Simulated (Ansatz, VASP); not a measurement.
**Two plane-wave programs on Ge**

```
CELL_PARAMETERS angstrom
0.00000 2.71562 2.82877
2.82877 0.00000 2.82877
2.82877 2.71562 0.00000
ATOMIC_POSITIONS crystal
Ge 0.50000 0.50000 0.50000
Ge 0.75000 0.75000 0.75000
```

Change from the starting cell: strain -0.0400 x Voigt [0, 1, 0, 0, 0, 0], atoms carried along.

Alike in both runs: task single point; functional PBE; k mesh 14 × 14 × 14; occupations gaussian, width 0.15 eV; no spin polarisation.

```csv
,VASP,Ansatz
version,VASP 6.6.1,Ansatz 0.2.0
potentials or method,"VASP PAW PBE potentials, release 64 (Ge_d), cutoff 500 eV","scalar-relativistic, plane waves, PAW"
valence electrons in the cell,28,28
```

```tsv
	VASP	Ansatz	Ansatz less VASP
gap on the k mesh at the Fermi level (eV)	none	none	-
pressure (GPa)	6.9	7.0	+0.13
traceless stress, the component that is largest in VASP (GPa)	1.81	1.80	-0.008
```

A gap of «none» marks a metal or a gap that the smearing closes. With one functional, cell and mesh, what is left measures potentials, basis and numerics.
